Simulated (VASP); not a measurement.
TiTe2: relaxation of cell and atoms with RPBE+D4

TiTe2:

```
Te Ti
1.0
     3.77700    0.00000    0.00000
    -1.88850    3.27098    0.00000
     0.00000    0.00000    6.49800
Te Ti
2 1
Direct
  0.33333 0.66667 0.73720
  0.66667 0.33333 0.26280
  0.00000 0.00000 0.00000
```

```
Program                : VASP 6.6.1
Task                   : relaxation of cell and atoms
Functional             : RPBE
Dispersion             : D4
Potentials or basis    : VASP PAW PBE potentials, release 64 (Te, Ti_sv)
Cutoff                 : 600 eV
k mesh                 : 8 × 8 × 4
Occupations            : fermi-dirac, width 0.05 eV
Spin                   : no spin polarisation
Dipole correction      : no
Further INCAR settings : ALGO = Normal; EDIFF = 1e-07; IBRION = 2; EDIFFG = -0.01; NSW = 60; ISIF = 3
```

```yaml
Relaxed_volume: 25.13 Å³/atom
Relaxed_cell: a = 3.705 Å, b = 3.705 Å, c = 6.342 Å, α = 90.00°, β = 90.00°, γ = 120.00°
Space_group_after_relaxing_to_0.1_Å: P-3m1 (No. 164)
Energy_gained_by_relaxing: 13.0 meV/atom
Ionic_steps: 10
Pressure_after_relaxing: 0.0 GPa
Largest_force_after_relaxing: 0.009 eV/Å
Band_gap_on_the_k_mesh: zero (bands 12 and 13 overlap by 0.82 eV)
Dispersion_energy_per_atom: -0.834 eV
```

Forces on the atoms (eV/Å):
```
Te   0.000  0.000 -0.009
Te   0.000  0.000  0.009
Ti   0.000  0.000  0.000
```

The path:
```csv
step,energy change (eV),largest force (eV/Å),pressure (GPa),volume (Å³)
1,0.0000,0.0652,-2.08,80.28
2,-0.0151,0.4797,1.21,76.31
3,-0.0189,0.3484,0.12,77.50
4,-0.0286,0.2380,0.09,76.84
5,-0.0347,0.0717,0.06,75.89
6,-0.0347,0.0508,0.06,75.78
7,-0.0374,0.0131,-0.11,75.74
8,-0.0385,0.0291,-0.29,75.70
9,-0.0381,0.0674,0.46,74.94
10,-0.0389,0.0095,0.01,75.39
```

Final structure:
```cif
data_structure
_symmetry_space_group_name_H-M 'P 1'
_symmetry_Int_Tables_number 1
_cell_length_a 3.7050
_cell_length_b 3.7050
_cell_length_c 6.3421
_cell_angle_alpha 90.000
_cell_angle_beta 90.000
_cell_angle_gamma 120.000
_cell_volume 75.39
loop_
_atom_site_label
_atom_site_type_symbol
_atom_site_fract_x
_atom_site_fract_y
_atom_site_fract_z
_atom_site_occupancy
Te1 Te 0.33333 0.66667 0.72785 1
Te2 Te 0.66667 0.33333 0.27215 1
Ti1 Ti 0.00000 0.00000 0.00000 1
```

Levels at points of the mesh, in eV from the Fermi level:
```tsv
k point	band 8	band 9	band 10	band 11	band 12	band 13	band 14	band 15	band 16
(0.00, 0.00, 0.00)	-1.63	-1.63	0.29	0.46	0.46	0.80	1.26	1.26	3.07
(0.50, 0.00, 0.00)	-3.89	-2.95	-2.51	-1.72	-1.21	-0.02	1.29	1.66	2.43
(0.00, 0.00, 0.50)	-2.99	-1.53	-1.53	0.44	0.44	0.81	0.81	1.13	3.66
(0.50, 0.00, 0.50)	-4.93	-2.56	-2.11	-0.89	-0.47	-0.36	1.29	1.64	2.56
```

It took 3.1 min on 1 thread of Intel(R) Xeon(R) 6975P-C (Granite Rapids) (shared host), peak memory 0.26 GiB.

Caveat: the PAW data sets were made with another functional, which shifts forces and pressure a little; spin-orbit coupling is left out, which moves the levels of the heavy elements.
